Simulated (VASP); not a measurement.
A run of VASP 6.6.1:

INCAR

```
  PREC = Accurate
  ENCUT = 520
  EDIFF = 1E-7
  ISMEAR = -1
  SIGMA = 0.1
  LREAL = F
  LASPH = T
  NELM = 100
  ALGO = Normal
  ISIF = 2
  LWAVE = F
  LCHARG = T
  LELF = T
  LVHAR = T
  NBANDS = 18
```

The input KPOINTS:

```
Automatic mesh
0
Gamma
  5 5 6
```

POSCAR

```
Li3Pt
1.0
   -1.9642800000      1.9642800000      3.6403000000
    1.9642800000     -1.9642800000      3.6403000000
    1.9642800000      1.9642800000     -3.6403000000
Li Pt
3 1
Direct
    0.7464800000      0.2309100000      0.4840600000
    0.2619700000      0.7813981848      0.5471781848
    0.5201100000      0.5072200000      0.0147200000
    0.0048900000      0.9847300000      0.9852100000
```

Potentials or basis: VASP PAW LDA potentials, release 64 (Li_sv, Pt).

Run with:

```bash
$ cat potpaw_LDA.64/Li_sv/POTCAR potpaw_LDA.64/Pt/POTCAR > POTCAR
$ mpirun -np 1 vasp_std > vasp.out
```

Hardware: 1 thread of Intel(R) Xeon(R) Platinum 8559C (Emerald Rapids) (shared host).

Question: Estimate the wall time of this run.

Answer: Wall time 39 s on 1 thread of Intel(R) Xeon(R) Platinum 8559C (Emerald Rapids), on a shared host, peak memory 0.21 GiB. Counts: scf iterations 13, k points 76.
